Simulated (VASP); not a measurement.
# K (I4/mmm) in VASP: single point with PBEsol

Aim: the single point of K with PBEsol.

All numbers are computed with VASP 6.6.1; they aren't measurements. Logs are shortened: lines on timing, memory, paths and dates and some standing lists are left out, and cuts for length are marked.

## 1. The cell of the first run

The typed cell holds 1 atom: a = 4.665 Å, b = 4.665 Å, c = 4.665 Å, α = 120.00°, β = 120.00°, γ = 90.01°.

## 2. Single point, PBEsol

File INCAR:

```
ALGO = Fast ; EDIFF = 1E-6
ENCUT = 520 ; GGA = PS
ISIF = 2 ; ISMEAR = 0
LASPH = T ; LCHARG = T
LELF = T ; LREAL = F
LVHAR = T ; LWAVE = F
NBANDS = 10 ; NELM = 100
PREC = Accurate ; SIGMA = 0.15
```

File KPOINTS:

```
k-points
0
Gamma
  14 14 14
```

File POSCAR:

```
K
1.0
   -2.3324902609      2.3324902609      3.2981412289
    2.3324902609     -2.3324902609      3.2981412289
    2.3324902609      2.3324902609     -3.2981412289
K
1
Direct
    0.0000000000      0.0000000000      0.0000000000
```

Potentials or basis: VASP PAW PBE potentials, release 64 (K_sv).

On the command line:

```bash
cat potpaw_PBE.64/K_sv/POTCAR > POTCAR
mpirun -np 1 vasp_std > vasp.out
```

OUTCAR:

```text
EDIFF = 1E-6
   ENCUT = 520
   GGA = PS
   ISIF = 2
   ISMEAR = 0
   LASPH = T
   LREAL = F
   NELM = 100
   PREC = Accurate

 ion  position               nearest neighbor table
   1  0.000  0.000  0.000-

  LATTYP: Found a body centered tetragonal cell.
 ALAT       =     4.6649805218
 C/A-ratio  =     1.4140000000

  Lattice vectors:

 A1 = (  -2.3324902609,   2.3324902609,   3.2981412289)
 A2 = (   2.3324902609,  -2.3324902609,   3.2981412289)
 A3 = (   2.3324902609,   2.3324902609,  -3.2981412289)

Analysis of symmetry for initial positions (statically):
=====================================================================
 Subroutine PRICEL returns:
 Original cell was already a primitive cell.

 Routine SETGRP: Setting up the symmetry group for a
 body centered tetragonal supercell.

 Subroutine GETGRP returns: Found 16 space group operations
 (whereof 16 operations were pure point group operations)
 out of a pool of 16 trial point group operations.

The static configuration has the point symmetry D_4h.

Analysis of symmetry for dynamics (positions and initial velocities):
=====================================================================
 Subroutine PRICEL returns:
 Original cell was already a primitive cell.

 Routine SETGRP: Setting up the symmetry group for a
 body centered tetragonal supercell.

 Subroutine GETGRP returns: Found 16 space group operations
 (whereof 16 operations were pure point group operations)
 out of a pool of 16 trial point group operations.

The dynamic configuration has the point symmetry D_4h.

 Subroutine INISYM returns: Found 16 space group operations
 (whereof 16 operations are pure point group operations),
 and found     1 'primitive' translations

----------------------------------------------------------------------------------------

                                     Primitive cell

  volume of cell :      71.7743

  direct lattice vectors                    reciprocal lattice vectors
    -2.332490261  2.332490261  3.298141229     0.000000000  0.214363167  0.151600543
     2.332490261 -2.332490261  3.298141229     0.214363167  0.000000000  0.151600543
     2.332490261  2.332490261 -3.298141229     0.214363167  0.214363167  0.000000000

  length of vectors
     4.664628302  4.664628302  4.664628302     0.262553408  0.262553408  0.303155298

  position of ions in fractional coordinates (direct lattice)
     0.000000000  0.000000000  0.000000000

  ion indices of the primitive-cell ions
   primitive index   ion index
                 1           1

----------------------------------------------------------------------------------------

 KPOINTS: k-points

Automatic generation of k-mesh.
 Grid dimensions read from file:
 generate k-points for:   14   14   14

 Generating k-lattice:

  Cartesian coordinates                     Fractional coordinates (reciprocal lattice)
     0.000000000  0.015311655  0.010828610     0.071428571  0.000000000  0.000000000
     0.015311655  0.000000000  0.010828610     0.000000000  0.071428571  0.000000000
     0.015311655  0.015311655  0.000000000     0.000000000  0.000000000  0.071428571

  Length of vectors
     0.018753815  0.018753815  0.021653950

  Shift w.r.t. Gamma in fractional coordinates (k-lattice)
     0.000000000  0.000000000  0.000000000

 Subroutine IBZKPT returns following result:
 ===========================================

 Found    244 irreducible k-points:

 Following reciprocal coordinates:
            Coordinates               Weight
  0.000000  0.000000  0.000000      1.000000
  0.071429  0.000000 -0.000000      8.000000
  0.142857 -0.000000  0.000000      8.000000
  0.214286  0.000000 -0.000000      8.000000
  0.285714  0.000000  0.000000      8.000000
  0.357143  0.000000 -0.000000      8.000000
[... 16 lines left out ...]
  0.214286  0.142857  0.000000     16.000000
  0.285714  0.142857  0.000000     16.000000
 [... further k-points ...]
   k-points           NKPTS =    244   k-points in BZ     NKDIM =    244   number of bands    NBANDS=     10
   number of dos      NEDOS =    301   number of ions     NIONS =      1
   total plane-waves  NPLWV =  46656
   dimension x,y,z NGX =    36 NGY =   36 NGZ =   36
   dimension x,y,z NGXF=    72 NGYF=   72 NGZF=   72
   ions per type =               1
   NGX,Y,Z   is equivalent  to a cutoff of  12.83, 12.83, 12.83 a.u.
   NGXF,Y,Z  is equivalent  to a cutoff of  25.66, 25.66, 25.66 a.u.
 SYSTEM =  unknown system
   PREC   = accura    normal or accurate (medium, high low for compatibility)
   ISTART =      0    job   : 0-new  1-cont  2-samecut
   ICHARG =      2    charge: 1-file 2-atom 10-const
   ISPIN  =      1    spin polarized calculation?
   LNONCOLLINEAR =      F non collinear calculations
   LSORBIT =      F    spin-orbit coupling
   LASPH  =      T    aspherical Exc in radial PAW
   ENCUT  =  520.0 eV  38.22 Ry    6.18 a.u.   8.67  8.67  8.67*2*pi/ulx,y,z
   NELM   =    100;   NELMIN=  2; NELMDL= -5     # of ELM steps
   EDIFF  = 0.1E-05   stopping-criterion for ELM
   LREAL  =      F    real-space projection
   EDIFFG = 0.1E-04   stopping-criterion for IOM
   NSW    =      0    number of steps for IOM
   IBRION =     -1    ionic relax: 0-MD 1-quasi-New 2-CG
   NFREE  =      0    steps in history (QN), initial steepest desc. (CG)
   ISIF   =      2    stress and relaxation
   ISYM   =      2    0-nonsym 1-usesym 2-fastsym
   POTIM  = 0.5000    time-step for ionic-motion
   TEBEG  =    0.0;   TEEND  =   0.0 temperature during run
   PSTRESS=    0.0 pullay stress
   NELECT =       9.0000    total number of electrons
   NUPDOWN=      -1.0000    fix difference up-down
   EMIN   =  10.00;   EMAX   =-10.00  energy-range for DOS
   EFERMI =   0.00;   METHOD = LEGACY
   ISMEAR =     0;   SIGMA  =   0.15  broadening in eV -4-tet -1-fermi 0-gaus
   EFERMI_NEDOS =   21; number of points for ismear=-14 and -15
   IALGO  =     68    algorithm
   IMIX   =      4    mixing-type and parameters
     AMIX     =   0.40;   BMIX     =  1.00
     AMIX_MAG =   1.60;   BMIX_MAG =  1.00
  volume/ion in A,a.u.               =      71.77       484.36
  Fermi-wavevector in a.u.,A,eV,Ry     =   0.819406  1.548454  9.135317  0.671427
  Thomas-Fermi vector in A             =   1.930206
   LORBIT       =      0    0 simple, 1 ext, 2 COOP (PROOUT), +10 PAW based schemes
   GGA     = PS    functional components
   LHFCALC =     F    Hartree Fock is set to
   AEXX    =    0.0000 exact exchange contribution
   IVDW    =     0    specifies the selected vdW correction
   LEPSILON=     F    determine dielectric tensor
   LRPA    =     F    only Hartree local field effects (RPA)
 non-spin polarized calculation
 RMM-DIIS sequential band-by-band and
 Gauss-broadening in eV      SIGMA  =   0.15
  energy-cutoff  :      520.00
  volume of cell :       71.77
 maximum number of plane-waves:      1964
   NGX = 17   NGY = 17   NGZ = 17

 number of electron       9.0000000 magnetization

 Free energy of the ion-electron system (eV)
  ---------------------------------------------------
  ext. energy  EPLUGINS =         0.00000000
  ---------------------------------------------------
  free energy    TOTEN  =        -1.13831478 eV

  energy without entropy =       -1.13043223  energy(sigma->0) =       -1.13437351

 E-fermi :  -0.1094     XC(G=0):  -5.7573

 val. band max:       -0.1639473985   @ k =  -0.3571  -0.3571   0.2143
 cond. band min:      -0.0980984527   @ k =  -0.2857   0.4286   0.0714
 fundamental gap:      0.0658489458
 Fermi energy:        -0.1093582086

 k-point     1 :       0.0000    0.0000    0.0000
  band No.  band energies     occupation
      1     -32.0887      2.00000
      2     -15.5976      2.00000
      3     -15.5976      2.00000
      4     -15.5976      2.00000
      5      -2.3090      2.00000
      6       4.1211      0.00000
      7       4.1211      0.00000
      8       4.1216      0.00000
      9       5.4004      0.00000
     10       5.4014      0.00000

 k-point     2 :       0.0714    0.0000   -0.0000
  band No.  band energies     occupation
      1     -32.0885      2.00000
      2     -15.6013      2.00000
      3     -15.5981      2.00000
      4     -15.5981      2.00000
      5      -2.2477      2.00000
      6       3.9453      0.00000
      7       4.1461      0.00000
      8       4.1465      0.00000
      9       5.3409      0.00000
     10       5.3419      0.00000

 k-point     3 :       0.1429   -0.0000    0.0000
  band No.  band energies     occupation
      1     -32.0879      2.00000
      2     -15.6117      2.00000
      3     -15.5995      2.00000
      4     -15.5995      2.00000
      5      -2.0658      2.00000
      6       3.5110      0.00000
      7       4.1989      0.00000
      8       4.1994      0.00000
      9       5.2283      0.00000
     10       5.2292      0.00000

 k-point     4 :       0.2143    0.0000   -0.0000
  band No.  band energies     occupation
      1     -32.0870      2.00000
      2     -15.6266      2.00000
      3     -15.6016      2.00000
      4     -15.6016      2.00000
      5      -1.7693      2.00000
      6       2.9480      0.00000
      7       4.2099      0.00000
      8       4.2105      0.00000
      9       5.2080      0.00000
     10       5.2085      0.00000

 k-point     5 :       0.2857    0.0000    0.0000
  band No.  band energies     occupation
      1     -32.0861      2.00000
      2     -15.6430      2.00000
      3     -15.6039      2.00000
      4     -15.6039      2.00000
      5      -1.3680      2.00000
      6       2.3215      0.00000
      7       4.1323      0.00000
      8       4.1331      0.00000
      9       5.3756      0.00000
     10       5.3796      0.00000

 k-point     6 :       0.3571    0.0000   -0.0000
  band No.  band energies     occupation
      1     -32.0852      2.00000
      2     -15.6577      2.00000
      3     -15.6059      2.00000
      4     -15.6059      2.00000
      5      -0.8756      2.00000
      6       1.6626      0.00000
      7       4.0200      0.00000
      8       4.0209      0.00000
      9       5.6860      0.00000
     10       5.6921      0.00000
[... 183 lines left out ...]
 k-point    21 :      -0.0714    0.0714    0.0000
  band No.  band energies     occupation
      1     -32.0884      2.00000
      2     -15.6012      2.00000
      3     -15.5990      2.00000
      4     -15.5990      2.00000
      5      -2.2273      2.00000
      6       3.9415      0.00000
      7       4.1313      0.00000
      8       4.1318      0.00000
      9       5.1951      0.00000
     10       5.4352      0.00000

 k-point    22 :       0.1429    0.1429    0.0000
  band No.  band energies     occupation
      1     -32.0867      2.00000
      2     -15.6269      2.00000
      3     -15.6083      2.00000
      4     -15.6007      2.00000
      5      -1.6713      2.00000
      6       3.0038      0.00000
      7       3.7570      0.00000
      8       4.4982      0.00000
      9       4.7074      0.00000
     10       5.5148      0.00000

 k-point    23 :       0.2143    0.1429    0.0000
  band No.  band energies     occupation
      1     -32.0859      2.00000
      2     -15.6390      2.00000
      3     -15.6131      2.00000
      4     -15.6028      2.00000
      5      -1.3094      2.00000
      6       2.5632      0.00000
      7       3.4818      0.00000
      8       4.4216      0.00000
      9       4.8180      0.00000
     10       5.7428      0.00000

 k-point    24 :       0.2857    0.1429    0.0000
  band No.  band energies     occupation
      1     -32.0850      2.00000
      2     -15.6513      2.00000
      3     -15.6164      2.00000
      4     -15.6053      2.00000
      5      -0.8525      2.00000
      6       1.9893      0.00000
      7       3.3226      0.00000
      8       4.2308      0.00000
      9       5.1666      0.00000
     10       6.0163      0.00000

 [... further k-points ...]

------------------------ aborting loop because EDIFF is reached ----------------------------------------

  FORCE on cell =-STRESS in cart. coord.  units (eV):
  Direction    XX          YY          ZZ          XY          YZ          ZX
  --------------------------------------------------------------------------------------
  -------------------------------------------------------------------------------------
  Total       -0.0189673     -0.0189673     -0.0189115      0.0000000      0.0000000      0.0000000
  in kB       -0.4233973     -0.4233973     -0.4221509      0.0000000      0.0000000      0.0000000
  external PRESSURE =      -0.4229818 kB  Pullay stress =       0.0000000 kB

 VOLUME and BASIS-vectors are now :
 -----------------------------------------------------------------------------
  energy-cutoff  :      520.00
  volume of cell :       71.77
      direct lattice vectors                 reciprocal lattice vectors
    -2.332490261  2.332490261  3.298141229     0.000000000  0.214363167  0.151600543
     2.332490261 -2.332490261  3.298141229     0.214363167  0.000000000  0.151600543
     2.332490261  2.332490261 -3.298141229     0.214363167  0.214363167  0.000000000

 POSITION                                       TOTAL-FORCE (eV/Angst)
 -----------------------------------------------------------------------------------
      0.00000      0.00000      0.00000         0.000000     -0.000000      0.000000
 -----------------------------------------------------------------------------------
    total drift:                               -0.000000      0.000000      0.000000

  FREE ENERGIE OF THE ION-ELECTRON SYSTEM (eV)
  ---------------------------------------------------
  free  energy   TOTEN  =        -1.1383147844 eV

  energy  without entropy=       -1.1304322342  energy(sigma->0) =       -1.13437351
```

Wall time 100 s (1 thread of Intel Xeon 6975P-C, shared host); peak memory 0.32 GiB.

Results:

* Free energy: -1.1383 eV
* Pressure: 0.0 GPa

Levels at points of the mesh, in eV from the Fermi level:
| k point | band 3 | band 4 | band 5 | band 6 | band 7 | band 8 |
| --- | --- | --- | --- | --- | --- | --- |
| (0.00, 0.00, 0.00) | -15.49 | -15.49 | -2.20 | 4.23 | 4.23 | 4.23 |
| (0.50, 0.00, 0.00) | -15.50 | -15.50 | 0.32 | 0.55 | 4.01 | 4.01 |
| (0.50, 0.50, 0.00) | -15.52 | -15.52 | 0.90 | 1.40 | 2.32 | 5.00 |
| (0.50, 0.50, 0.50) | -15.52 | -15.52 | 0.90 | 1.40 | 2.32 | 5.00 |

Caveat: the PAW data sets were made with another functional, which shifts forces and pressure a little.
